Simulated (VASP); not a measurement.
# Ti3Al (P-6m2) in VASP: notebook, part 2 of 2

VASP 6.6.1. Earlier steps stand in the parts before.

### Step 5. Relaxation of cell and atoms, PBEsol, target pressure 30 GPa, at which the enthalpy is minimised

Contents of INCAR:

```
PREC = Accurate
ENCUT = 600
EDIFF = 1E-6
ISMEAR = -1
SIGMA = 0.05
LREAL = F
LASPH = T
NELM = 60
ALGO = Normal
ISIF = 3
LWAVE = F
LCHARG = F
GGA = PS
IBRION = 2
NSW = 60
EDIFFG = -0.01
PSTRESS = 300.0
```

Contents of KPOINTS:

```
regular mesh
0
Gamma
  10 10 3
```

Contents of POSCAR:

```
Ti3Al
1.0
    2.9275422229      0.0000000000      0.0000000000
   -1.4637711114      2.5353259357      0.0000000000
    0.0000000000      0.0000000000      9.2263620000
Ti Al
3 1
Direct
    0.3333333333      0.6666666667      0.2494060000
    0.3333333333      0.6666666667      0.7505940000
    0.6666666667      0.3333333333      0.0000000000
    0.6666666667      0.3333333333      0.5000000000
```

Potentials or basis: VASP PAW PBE potentials, release 64 (Ti_sv, Al).

The run is started by

```sh
> cat potpaw_PBE.64/Ti_sv/POTCAR potpaw_PBE.64/Al/POTCAR > POTCAR
> mpirun -np 1 vasp_std > vasp.out
```

OUTCAR:

```text
PREC = Accurate
   ENCUT = 600
   EDIFF = 1E-6
   ISMEAR = -1
   LREAL = F
   LASPH = T
   NELM = 60
   ISIF = 3
   GGA = PS
   IBRION = 2
   NSW = 60
   EDIFFG = -0.01
   PSTRESS = 300.0

 ion  position               nearest neighbor table
   1  0.333  0.667  0.249-   3 2.86   3 2.86   3 2.86   4 2.86   4 2.86   4 2.86
   2  0.333  0.667  0.751-   3 2.86   3 2.86   3 2.86   4 2.86   4 2.86   4 2.86
   3  0.667  0.333  0.000-   1 2.86   2 2.86   1 2.86   2 2.86   1 2.86   2 2.86
   4  0.667  0.333  0.500-   1 2.86   2 2.86   1 2.86   2 2.86   1 2.86   2 2.86

  LATTYP: Found a hexagonal cell.
 ALAT       =     2.9275422229
 C/A-ratio  =     3.1515726495

  Lattice vectors:

 A1 = (   2.9275422229,   0.0000000000,   0.0000000000)
 A2 = (  -1.4637711114,   2.5353259357,   0.0000000000)
 A3 = (   0.0000000000,   0.0000000000,   9.2263620000)

Analysis of symmetry for initial positions (statically):
[... 925 lines left out ...]
  energy  without entropy=      -28.8928844274  energy(sigma->0) =      -28.90757643

  enthalpy is  TOTEN    =       -18.4018012835 eV   P V=       10.5204671539

[... ionic steps 4 to 10 ...]

--------------------------------------- Ionic step       11  -------------------------------------------

 number of electron      39.0000006 magnetization

------------------------ aborting loop because EDIFF is reached ----------------------------------------
[... 75 lines left out ...]
--------------------------------------- Ionic step       13  -------------------------------------------

 number of electron      39.0000006 magnetization

 Free energy of the ion-electron system (eV)
  ---------------------------------------------------
  ext. energy  EPLUGINS =         0.00000000
  ---------------------------------------------------
  free energy    TOTEN  =       -28.70898987 eV

  energy without entropy =      -28.67589644  energy(sigma->0) =      -28.69244315

 E-fermi :  10.3814     XC(G=0): -12.3499

 val. band max:       10.3535415701   @ k =   0.4000   0.2000   0.0000
 cond. band min:      10.3828611801   @ k =   0.2000  -0.0000   0.3333
 fundamental gap:      0.0293196100
 Fermi energy:        10.3814252042

 k-point     1 :       0.0000    0.0000    0.0000
  band No.  band energies     occupation
      1     -45.7606      2.00000
      2     -45.6386      2.00000
      3     -45.5277      2.00000
      4     -22.6181      2.00000
      5     -22.1241      2.00000
      6     -21.5978      2.00000
[... 650 lines left out ...]
  energy  without entropy=      -28.6758964360  energy(sigma->0) =      -28.69244315

  enthalpy is  TOTEN    =       -18.4279515940 eV   P V=       10.2810382776

 reached required accuracy - stopping structural energy minimisation
```

OSZICAR:

```text
N       E                     dE             d eps       ncg     rms          rms(c)
DAV:   1     0.468126963131E+03    0.46813E+03   -0.21820E+04  1288   0.215E+03
DAV:   2     0.266316119724E+02   -0.44150E+03   -0.43863E+03  1295   0.597E+02
DAV:   3    -0.271163467856E+02   -0.53748E+02   -0.52900E+02  2449   0.168E+02
[... 148 lines left out ...]
DAV:   4    -0.287089610715E+02    0.29225E-03   -0.29714E-03  2146   0.701E-01    0.229E-02
DAV:   5    -0.287089723486E+02   -0.11277E-04   -0.22258E-04  1736   0.176E-01    0.147E-02
DAV:   6    -0.287089811472E+02   -0.87985E-05   -0.28057E-05  1873   0.483E-02    0.101E-02
DAV:   7    -0.287089862560E+02   -0.51088E-05   -0.53912E-06  1495   0.165E-02    0.625E-03
DAV:   8    -0.287089895033E+02   -0.32474E-05   -0.79215E-06  1712   0.185E-02    0.246E-03
DAV:   9    -0.287089898716E+02   -0.36828E-06   -0.19296E-06   901   0.113E-02
  13 F= -.18427952E+02 E0= -.18411405E+02  d E =-.789589E-04
```

Wall time 3.5 min (1 thread of Intel Xeon 6975P-C (Granite Rapids), shared host); peak memory 0.24 GiB.

What came out:

| Quantity | Value |
| --- | --- |
| Free energy | -28.7090 eV |
| Relaxed volume | 13.73 Å³/atom |
| Relaxed cell | a = 2.701 Å, b = 2.701 Å, c = 8.688 Å, α = 90.00°, β = 90.00°, γ = 120.00° |
| Space group after relaxing (to 0.05 Å) | P-6m2 (No. 187) |
| Energy change on relaxing (the enthalpy is what falls) | +226.1 meV/atom |
| Ionic steps | 13 |
| Pressure after relaxing | 30.0 GPa |
| Largest force after relaxing | 0.006 eV/Å |

Forces in eV/Å, atoms in the order of the input:
```
Ti   0.000  0.000 -0.006
Ti   0.000  0.000  0.006
Ti   0.000  0.000  0.000
Al   0.000  0.000  0.000
```

The path:
```tsv
step	energy change (eV)	largest force (eV/Å)	pressure (GPa)	volume (Å³)
1	0.0000	0.0904	-3.55	68.48
2	8.6758	0.3082	147.18	38.74
3	0.6912	0.0182	25.70	56.19
4	0.8602	0.0310	29.22	55.20
5	0.9059	0.0337	30.14	54.95
6	0.9081	0.0692	30.11	54.89
7	0.9113	0.0830	30.09	54.87
8	0.9109	0.0812	30.12	54.88
9	0.8972	0.0329	29.84	54.95
10	0.8925	0.0161	29.82	54.97
11	0.8912	0.0100	29.74	54.98
12	0.9176	0.0215	30.21	54.84
13	0.9045	0.0060	30.00	54.91
```

Final structure:
```
CELL_PARAMETERS angstrom
2.70145 0.00000 0.00000
-1.35073 2.33953 0.00000
0.00000 0.00000 8.68762
ATOMIC_POSITIONS crystal
Ti 0.33333 0.66667 0.25024
Ti 0.33333 0.66667 0.74976
Ti 0.66667 0.33333 0.00000
Al 0.66667 0.33333 0.50000
```

Caveat: the cell is relaxed towards a set pressure, so the enthalpy falls and the energy may rise; the volume moved by over 15 % at a fixed basis, so the end points are rough; the PAW data sets were made with another functional, which shifts forces and pressure a little.

### Step 6. The runs side by side

```tsv
cell	gap on the mesh (eV)	pressure (GPa)	largest force (eV/Å)
relaxed to 5 GPa	none	4.9	-
relaxed to 10 GPa	none	10.0	0.01
relaxed to 20 GPa	none	20.0	-
relaxed to 30 GPa	none	30.0	0.01
```

Alike in all rows: task relaxation of cell and atoms; level PBEsol; potentials or basis VASP PAW PBE potentials, release 64 (Ti_sv, Al); no spin polarisation; k mesh 10 × 10 × 3; cutoff (eV) 600; smearing fermi-dirac 0.05 eV.

Caveats: the cell is relaxed towards a set pressure, so the enthalpy falls and the energy may rise; the PAW data sets were made with another functional, which shifts forces and pressure a little; the volume moved by over 15 % at a fixed basis, so the end points are rough (some runs).

Absolute energies hang on the potentials; compare differences alone.
